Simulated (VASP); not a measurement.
Input of a VASP 6.6.1 run:

Contents of INCAR:

```
SYSTEM = CdS
  ALGO = Normal
  EDIFF = 1E-6
  ENCUT = 400
  GGA = PE
  GGA_COMPAT = .False.
  ISIF = 2
  ISMEAR = 0
  LASPH = .True.
  LCHARG = .False.
  LREAL = .False.
  LWAVE = .False.
  NBANDS = 126
  NELM = 120
  PREC = Accurate
  SIGMA = 0.05
```

The input KPOINTS:

```
k-points
0
Gamma
  6 6 1
  0 0 0
```

POSCAR

```
CdS
1.0
    4.1906132977      0.0000000000      0.0000000000
   -2.0953066488      3.6291775732      0.0000000000
    0.0000000000      0.0000000000     41.0533503290
S Cd
12 12
Direct
    0.6666666667      0.3333333333      0.0520447070
    1.0000000000      1.0000000000      0.1354037565
    0.6666666667      0.3333333333      0.3021008868
    0.3333333333      0.6666666667      0.2187563254
    1.0000000000      1.0000000000      0.3854379585
    0.3333333333      0.6666666667      0.4686616328
    0.3333333333      0.6666666667      0.9687073438
    0.6666666667      0.3333333333      0.8854584296
    1.0000000000      1.0000000000      0.8020966381
    0.3333333333      0.6666666667      0.7187470723
    0.6666666667      0.3333333333      0.6354091368
    1.0000000000      1.0000000000      0.5520861712
    0.3333333333      0.6666666667      0.0311911854
    0.6666666667      0.3333333333      0.1145699729
    1.0000000000      1.0000000000      0.1979257674
    0.3333333333      0.6666666667      0.2812750071
    0.6666666667      0.3333333333      0.3646166891
    1.0000000000      1.0000000000      0.4479396116
    0.6666666667      0.3333333333      0.9479757463
    1.0000000000      1.0000000000      0.8646197426
    0.6666666667      0.3333333333      0.6979232524
    0.3333333333      0.6666666667      0.7812654916
    1.0000000000      1.0000000000      0.6145954278
    0.3333333333      0.6666666667      0.5311920470
```

Potentials or basis: VASP PAW PBE potentials, release 64 (S, Cd).

Command:

```console
$ cat potpaw_PBE.64/S/POTCAR potpaw_PBE.64/Cd/POTCAR > POTCAR
$ mpirun -np 1 vasp_std > vasp.out
```

(1) Predict the band gap on the k mesh.

(2) Predict the largest force.

(3) Estimate the pressure.

## Answers

(1) 1.05 eV.

(2) 0.007 eV/Å.

(3) -0.1 GPa.
